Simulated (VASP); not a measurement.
# SnO2 (R-3m) in VASP: further runs

SnO2 is run at these levels: LDA; tasks: single point.

All numbers are computed with VASP 6.6.1; they aren't measurements. Logs are shortened: lines on timing, memory, paths and dates and some standing lists are left out, and cuts for length are marked.

## 1. The cell of the first run

The structure is trigonal, space group R-3m (No. 166). The conventional cell has a = 3.182 Å, b = 3.182 Å, c = 14.878 Å, α = 90.00°, β = 90.00°, γ = 120.00°. Sn (site symmetry -3m) has 6 O at 2.12 Å within 2.8 Å. Within 2.8 Å of O (site symmetry 3m) lie 3 Sn at 2.12 Å and 3 O at 2.79 Å.

## 2. Single point, LDA

File INCAR:

```
  PREC = Accurate
  ENCUT = 520
  EDIFF = 1E-6
  ISMEAR = 0
  SIGMA = 0.05
  LREAL = False
  LASPH = True
  NELM = 60
  ALGO = Normal
  ISIF = 2
  LWAVE = False
  LCHARG = False
  NBANDS = 20
```

File KPOINTS:

```
Automatic mesh
0
Gamma
  12 12 12
```

File POSCAR:

```
SnO2
1.0
    1.5910063671      0.9185679543      4.9593076357
   -1.5910063671      0.9185679543      4.9593076357
    0.0000000000     -1.8371359087      4.9593076357
Sn O
1 2
Direct
    0.5000000000      0.5000000000      0.5000000000
    0.2371700000      0.2371700000      0.2371700000
    0.7628300000      0.7628300000      0.7628300000
```

Potentials or basis: VASP PAW LDA potentials, release 64 (Sn_d, O).

Run with:

```sh
$ cat potpaw_LDA.64/Sn_d/POTCAR potpaw_LDA.64/O/POTCAR > POTCAR
$ mpirun -np 1 vasp_std > vasp.out
```

OUTCAR:

```text
PREC = Accurate
   ENCUT = 520
   EDIFF = 1E-6
   ISMEAR = 0
   LREAL = False
   LASPH = True
   NELM = 60
   ISIF = 2

 ion  position               nearest neighbor table
   1  0.500  0.500  0.500-   2 2.12   2 2.12   3 2.12   3 2.12   2 2.12   3 2.12
   2  0.237  0.237  0.237-   1 2.12   1 2.12   1 2.12
   3  0.763  0.763  0.763-   1 2.12   1 2.12   1 2.12

  LATTYP: Found a trigonal (rhomboedric) cell.
 ALAT       =     5.2886482746
 COS(alpha) =     0.8189975468

  Lattice vectors:

 A1 = (   1.5910063671,   0.9185679543,   4.9593076357)
 A2 = (  -1.5910063671,   0.9185679543,   4.9593076357)
 A3 = (   0.0000000000,  -1.8371359087,   4.9593076357)

Analysis of symmetry for initial positions (statically):
=====================================================================
 Subroutine PRICEL returns:
 Original cell was already a primitive cell.

 Routine SETGRP: Setting up the symmetry group for a
 trigonal (rhombohedral) supercell.

 Subroutine GETGRP returns: Found 12 space group operations
 (whereof 12 operations were pure point group operations)
 out of a pool of 12 trial point group operations.

The static configuration has the point symmetry D_3d.

Analysis of symmetry for dynamics (positions and initial velocities):
=====================================================================
 Subroutine PRICEL returns:
 Original cell was already a primitive cell.

 Routine SETGRP: Setting up the symmetry group for a
 trigonal (rhombohedral) supercell.

 Subroutine GETGRP returns: Found 12 space group operations
 (whereof 12 operations were pure point group operations)
 out of a pool of 12 trial point group operations.

The dynamic configuration has the point symmetry D_3d.

 Subroutine INISYM returns: Found 12 space group operations
 (whereof 12 operations are pure point group operations),
 and found     1 'primitive' translations

----------------------------------------------------------------------------------------

                                     Primitive cell

  volume of cell :      43.4866

  direct lattice vectors                    reciprocal lattice vectors
     1.591006367  0.918567954  4.959307636     0.314266498  0.181441847  0.067213683
    -1.591006367  0.918567954  4.959307636    -0.314266498  0.181441847  0.067213683
     0.000000000 -1.837135909  4.959307636     0.000000000 -0.362883695  0.067213683

  length of vectors
[... 82 lines left out ...]
   ENCUT  =  520.0 eV  38.22 Ry    6.18 a.u.   9.83  9.83  9.83*2*pi/ulx,y,z
   NELM   =     60;   NELMIN=  2; NELMDL= -5     # of ELM steps
   EDIFF  = 0.1E-05   stopping-criterion for ELM
   LREAL  =      F    real-space projection
   EDIFFG = 0.1E-04   stopping-criterion for IOM
   NSW    =      0    number of steps for IOM
   IBRION =     -1    ionic relax: 0-MD 1-quasi-New 2-CG
   NFREE  =      0    steps in history (QN), initial steepest desc. (CG)
   ISIF   =      2    stress and relaxation
   ISYM   =      2    0-nonsym 1-usesym 2-fastsym
   POTIM  = 0.5000    time-step for ionic-motion
   TEBEG  =    0.0;   TEEND  =   0.0 temperature during run
   PSTRESS=    0.0 pullay stress
   NELECT =      26.0000    total number of electrons
   NUPDOWN=      -1.0000    fix difference up-down
   EMIN   =  10.00;   EMAX   =-10.00  energy-range for DOS
   EFERMI =   0.00;   METHOD = LEGACY
   ISMEAR =     0;   SIGMA  =   0.05  broadening in eV -4-tet -1-fermi 0-gaus
   EFERMI_NEDOS =   21; number of points for ismear=-14 and -15
   IALGO  =     38    algorithm
   IMIX   =      4    mixing-type and parameters
     AMIX     =   0.40;   BMIX     =  1.00
     AMIX_MAG =   1.60;   BMIX_MAG =  1.00
  volume/ion in A,a.u.               =      14.50        97.82
  Fermi-wavevector in a.u.,A,eV,Ry     =   1.379158  2.606231 25.879336  1.902078
  Thomas-Fermi vector in A             =   2.504154
   LORBIT       =      0    0 simple, 1 ext, 2 COOP (PROOUT), +10 PAW based schemes
   GGA     = CA    functional components
   LHFCALC =     F    Hartree Fock is set to
   AEXX    =    0.0000 exact exchange contribution
   IVDW    =     0    specifies the selected vdW correction
   LEPSILON=     F    determine dielectric tensor
   LRPA    =     F    only Hartree local field effects (RPA)
 non-spin polarized calculation
 Gauss-broadening in eV      SIGMA  =   0.05
  energy-cutoff  :      520.00
  volume of cell :       43.49
 maximum number of plane-waves:      1184
   NGX = 19   NGY = 19   NGZ = 19

 number of electron      25.9999997 magnetization

 Free energy of the ion-electron system (eV)
  ---------------------------------------------------
  ext. energy  EPLUGINS =         0.00000000
  ---------------------------------------------------
  free energy    TOTEN  =       -20.42997594 eV

  energy without entropy =      -20.42997594  energy(sigma->0) =      -20.42997594

 E-fermi :   3.0618     XC(G=0): -10.5193

 val. band max:        2.8494264576   @ k =  -0.1667   0.2500   0.0833
 cond. band min:       4.9310691733   @ k =   0.0000   0.0000   0.0000
 fundamental gap:      2.0816427157
 Fermi energy:         3.0617996451

 k-point     1 :       0.0000    0.0000    0.0000
  band No.  band energies     occupation
      1     -16.9647      2.00000
      2     -16.7977      2.00000
      3     -16.7977      2.00000
      4     -16.5649      2.00000
      5     -16.5649      2.00000
      6     -14.9287      2.00000
[... 541 lines left out ...]
     19      15.7220      0.00000
     20      16.9685      0.00000

 [... further k-points ...]

------------------------ aborting loop because EDIFF is reached ----------------------------------------

  FORCE on cell =-STRESS in cart. coord.  units (eV):
  Direction    XX          YY          ZZ          XY          YZ          ZX
  --------------------------------------------------------------------------------------
  -------------------------------------------------------------------------------------
  Total       -1.2071438     -1.2071438     -2.2109774      0.0000000      0.0000000      0.0000000
  in kB      -44.4748070    -44.4748070    -81.4590586      0.0000000      0.0000000      0.0000000
  external PRESSURE =     -56.8028909 kB  Pullay stress =       0.0000000 kB

 VOLUME and BASIS-vectors are now :
 -----------------------------------------------------------------------------
  energy-cutoff  :      520.00
  volume of cell :       43.49
      direct lattice vectors                 reciprocal lattice vectors
     1.591006367  0.918567954  4.959307636     0.314266498  0.181441847  0.067213683
    -1.591006367  0.918567954  4.959307636    -0.314266498  0.181441847  0.067213683
     0.000000000 -1.837135909  4.959307636     0.000000000 -0.362883695  0.067213683

 POSITION                                       TOTAL-FORCE (eV/Angst)
 -----------------------------------------------------------------------------------
      0.00000     -0.00000      7.43896         0.000000      0.000000     -0.000000
      0.00000     -0.00000      3.52860         0.000000      0.000000     -0.772727
      0.00000     -0.00000     11.34933         0.000000     -0.000000      0.772727
 -----------------------------------------------------------------------------------
    total drift:                                0.000000      0.000000      0.000000

  FREE ENERGIE OF THE ION-ELECTRON SYSTEM (eV)
  ---------------------------------------------------
  free  energy   TOTEN  =       -20.4299759400 eV

  energy  without entropy=      -20.4299759400  energy(sigma->0) =      -20.42997594
```

OSZICAR:

```text
N       E                     dE             d eps       ncg     rms          rms(c)
DAV:   1     0.253732691451E+03    0.25373E+03   -0.13918E+04  7992   0.190E+03
DAV:   2     0.620506290587E+01   -0.24753E+03   -0.23411E+03  8164   0.490E+02
DAV:   3    -0.223995313110E+02   -0.28605E+02   -0.28322E+02  8828   0.142E+02
DAV:   4    -0.232381397215E+02   -0.83861E+00   -0.83780E+00  8280   0.261E+01
DAV:   5    -0.232550608693E+02   -0.16921E-01   -0.16920E-01  9192   0.395E+00    0.104E+01
DAV:   6    -0.205295427336E+02    0.27255E+01   -0.10847E+01 11808   0.569E+01    0.455E+00
DAV:   7    -0.204773994174E+02    0.52143E-01   -0.64019E-01  7776   0.678E+00    0.206E+00
DAV:   8    -0.204343822692E+02    0.43017E-01   -0.79187E-02  8296   0.265E+00    0.476E-01
DAV:   9    -0.204298330204E+02    0.45492E-02   -0.88686E-03 11056   0.132E+00    0.818E-02
DAV:  10    -0.204299687795E+02   -0.13576E-03   -0.13382E-03  7908   0.287E-01    0.388E-02
DAV:  11    -0.204299762352E+02   -0.74557E-05   -0.34874E-05 11468   0.607E-02    0.211E-02
DAV:  12    -0.204299759400E+02    0.29514E-06   -0.46527E-06  7828   0.191E-02
   1 F= -.20429976E+02 E0= -.20429976E+02  d E =-.436937E-11
```

stdout:

```text
POSCAR found type information on POSCAR SnO
 POSCAR found :  2 types and       3 ions
 scaLAPACK will be used
 LDA part: xc-table for (Slater(with rela. corr.)+CA(PZ))
 , standard interpolation
 POSCAR, INCAR and KPOINTS ok, starting setup
 FFT: planning ... GRIDC
 FFT: planning ... GRID_SOFT
 FFT: planning ... GRID
 WAVECAR not read
 entering main loop
```

It took 1.9 min on 1 thread of Intel Xeon 6975P-C (Granite Rapids), shared host; peak memory 0.3 GiB.

Results:

```yaml
Free_energy: -20.4300 eV
Pressure: -5.7 GPa
Largest_force: 0.773 eV/Å
Band_gap_on_the_k_mesh: 2.08 eV (least direct gap 2.25 eV)
```

Forces on the atoms (eV/Å):
```
Sn   0.000  0.000  0.000
O    0.000  0.000 -0.773
O    0.000  0.000  0.773
```

Stress tensor (GPa, compression positive):
```
-4.45  0.00  0.00
 0.00 -4.45  0.00
 0.00  0.00 -8.15
```

Caveat: the cell stands under tension; spin-orbit coupling is left out, which moves the levels of the heavy elements.

## 3. Single point, LDA

This run uses another cell than the first one, of the same volume but with other edges.

File INCAR:

```
ALGO = Normal
EDIFF = 1E-6
ENCUT = 520
ISIF = 2
ISMEAR = 0
LASPH = True
LCHARG = False
LREAL = False
LWAVE = False
NBANDS = 20
NELM = 100
PREC = Accurate
SIGMA = 0.05
```

File KPOINTS:

```
k-points
0
Gamma
  12 12 12
```

File POSCAR:

```
SnO2
1.0
    1.7419607091      1.0057214843      4.1370252783
   -1.7419607091      1.0057214843      4.1370252783
    0.0000000000     -2.0114429687      4.1370252783
Sn O
1 2
Direct
    0.5000000000      0.5000000000      0.5000000000
    0.2371700000      0.2371700000      0.2371700000
    0.7628300000      0.7628300000      0.7628300000
```

Potentials or basis: VASP PAW LDA potentials, release 64 (Sn_d, O).

Run with:

```sh
$ cat potpaw_LDA.64/Sn_d/POTCAR potpaw_LDA.64/O/POTCAR > POTCAR
$ mpirun -np 1 vasp_std > vasp.out
```

OUTCAR:

```text
EDIFF = 1E-6
   ENCUT = 520
   ISIF = 2
   ISMEAR = 0
   LASPH = True
   LREAL = False
   NELM = 100
   PREC = Accurate

 ion  position               nearest neighbor table
   1  0.500  0.500  0.500-   2 2.19   2 2.19   3 2.19   3 2.19   2 2.19   3 2.19
   2  0.237  0.237  0.237-   1 2.19   1 2.19   1 2.19
   3  0.763  0.763  0.763-   1 2.19   1 2.19   1 2.19

  LATTYP: Found a trigonal (rhomboedric) cell.
 ALAT       =     4.6000957565
 COS(alpha) =     0.7132040848

  Lattice vectors:

 A1 = (   1.7419607091,   1.0057214843,   4.1370252783)
 A2 = (  -1.7419607091,   1.0057214843,   4.1370252783)
 A3 = (   0.0000000000,  -2.0114429687,   4.1370252783)

Analysis of symmetry for initial positions (statically):
=====================================================================
 Subroutine PRICEL returns:
 Original cell was already a primitive cell.

 Routine SETGRP: Setting up the symmetry group for a
 trigonal (rhombohedral) supercell.

 Subroutine GETGRP returns: Found 12 space group operations
[... 164 lines left out ...]
  free energy    TOTEN  =       -19.96261723 eV

  energy without entropy =      -19.96261283  energy(sigma->0) =      -19.96261503

 E-fermi :   3.6366     XC(G=0): -10.7442

 val. band max:        3.5340006103   @ k =  -0.0833   0.0833   0.0000
 cond. band min:       3.7102125932   @ k =   0.0000   0.0000   0.0000
 fundamental gap:      0.1762119829
 Fermi energy:         3.6365585124

 k-point     1 :       0.0000    0.0000    0.0000
  band No.  band energies     occupation
      1     -16.7409      2.00000
      2     -16.5313      2.00000
      3     -16.5313      2.00000
      4     -16.4354      2.00000
      5     -16.4354      2.00000
      6     -13.9703      2.00000
[... 541 lines left out ...]
     19      16.6811      0.00000
     20      17.1539      0.00000

 [... further k-points ...]

------------------------ aborting loop because EDIFF is reached ----------------------------------------

  FORCE on cell =-STRESS in cart. coord.  units (eV):
  Direction    XX          YY          ZZ          XY          YZ          ZX
  --------------------------------------------------------------------------------------
  -------------------------------------------------------------------------------------
  Total       -7.0896622     -7.0896622     -1.9864833      0.0000000      0.0000000      0.0000000
  in kB     -261.2044770   -261.2044770    -73.1880178      0.0000000      0.0000000      0.0000000
  external PRESSURE =    -198.5323239 kB  Pullay stress =       0.0000000 kB

 VOLUME and BASIS-vectors are now :
 -----------------------------------------------------------------------------
  energy-cutoff  :      520.00
  volume of cell :       43.49
      direct lattice vectors                 reciprocal lattice vectors
     1.741960709  1.005721484  4.137025278     0.287032880  0.165718511  0.080573192
    -1.741960709  1.005721484  4.137025278    -0.287032880  0.165718511  0.080573192
     0.000000000 -2.011442969  4.137025278     0.000000000 -0.331437022  0.080573192

 POSITION                                       TOTAL-FORCE (eV/Angst)
 -----------------------------------------------------------------------------------
      0.00000     -0.00000      6.20554         0.000000      0.000000     -0.000000
      0.00000     -0.00000      2.94353         0.000000      0.000000     -0.153858
      0.00000     -0.00000      9.46754         0.000000     -0.000000      0.153858
 -----------------------------------------------------------------------------------
    total drift:                                0.000000     -0.000000      0.000000

  FREE ENERGIE OF THE ION-ELECTRON SYSTEM (eV)
  ---------------------------------------------------
  free  energy   TOTEN  =       -19.9626172317 eV

  energy  without entropy=      -19.9626128312  energy(sigma->0) =      -19.96261503
```

Wall time 84 s (1 thread of Intel Xeon 6975P-C (Granite Rapids), shared host); peak memory 0.27 GiB.

Results:

```
Free energy            : -19.9626 eV
Pressure               : -19.9 GPa
Largest force          : 0.154 eV/Å
Band gap on the k mesh : 0.18 eV (least direct gap 0.20 eV)
```

Forces in eV/Å, atoms in the order of the input:
```
Sn   0.000  0.000  0.000
O    0.000  0.000 -0.154
O    0.000  0.000  0.154
```

Stress tensor (GPa, compression positive):
```
-26.12   0.00   0.00
  0.00 -26.12   0.00
  0.00   0.00  -7.32
```

Caveat: the cell stands under tension; spin-orbit coupling is left out, which moves the levels of the heavy elements. A k mesh can miss the band edges.

## 4. Single point, LDA

This run uses another cell than the first one, of the same volume but with other edges.

File INCAR:

```
PREC = Accurate
ENCUT = 520
EDIFF = 1E-7
ISMEAR = 0
SIGMA = 0.05
LREAL = F
LASPH = T
NELM = 100
ALGO = Normal
ISIF = 2
LWAVE = F
LCHARG = T
LELF = T
LVHAR = T
NBANDS = 20
```

File KPOINTS:

```
regular mesh
0
Gamma
  12 12 12
```

File POSCAR:

```
SnO2
1.0
    1.4816782300      0.8554473250      5.7181702905
   -1.4816782300      0.8554473250      5.7181702905
    0.0000000000     -1.7108946499      5.7181702905
Sn O
1 2
Direct
    0.5000000000      0.5000000000      0.5000000000
    0.2371700000      0.2371700000      0.2371700000
    0.7628300000      0.7628300000      0.7628300000
```

Run with:

```sh
$ cat potpaw_LDA.64/Sn_d/POTCAR potpaw_LDA.64/O/POTCAR > POTCAR
$ mpirun -np 1 vasp_std > vasp.out
```

It took 10 min on 1 thread of Intel Xeon 8259CL, shared host; peak memory 0.36 GiB.

The run converged. Its results:

```
Free energy            : -19.7148 eV
Pressure               : 6.6 GPa
Largest force          : 1.757 eV/Å
Band gap on the k mesh : 2.93 eV (least direct gap 2.94 eV)
```

Forces on the atoms (eV/Å):
```
Sn   0.000  0.000  0.000
O    0.000  0.000 -1.757
O    0.000  0.000  1.757
```

Stress tensor (GPa, compression positive):
```
 18.33   0.00   0.00
  0.00  18.33   0.00
  0.00   0.00 -16.79
```

Levels at points of the mesh, in eV from the valence-band top:
```csv
k point,band 11,band 12,band 13,band 14,band 15,band 16
"(0.00, 0.00, 0.00)",-0.59,-0.01,-0.01,2.93,6.49,10.92
"(0.50, 0.00, 0.00)",-1.93,-0.37,-0.18,5.78,6.79,11.70
"(0.50, 0.50, 0.00)",-1.85,-0.15,-0.15,5.58,6.46,11.63
"(0.50, 0.50, 0.50)",-0.60,0.00,0.00,3.61,6.35,10.73
```

Caveat: the cell stands under pressure; spin-orbit coupling is left out, which moves the levels of the heavy elements; forces of over 1 eV/Å act on the atoms, so gaps and moduli don't describe the material at rest. A k mesh can miss the band edges.

## 5. Overview

```csv
cell,gap on the mesh (eV),pressure (GPa),largest force (eV/Å)
"a = 5.289 Å, angles 35.0°, 3 atoms",2.08,-5.7,0.77
"a = 4.600 Å, angles 44.5°, 3 atoms",0.18,-19.9,0.15
"a = 5.969 Å, angles 28.7°, 3 atoms",2.93,6.6,1.76
```

Alike in all rows: task single point; level LDA; potentials or basis VASP PAW LDA potentials, release 64 (Sn_d, O); no spin polarisation; k mesh 12 × 12 × 12; cutoff (eV) 520; smearing gaussian 0.05 eV.

Caveats: spin-orbit coupling is left out, which moves the levels of the heavy elements; the cell stands under tension (at least some runs); the cell stands under pressure (at least some runs); forces of over 1 eV/Å act on the atoms, so gaps and moduli don't describe the material at rest (at least some runs).

Absolute energies hang on the potentials; compare differences alone.
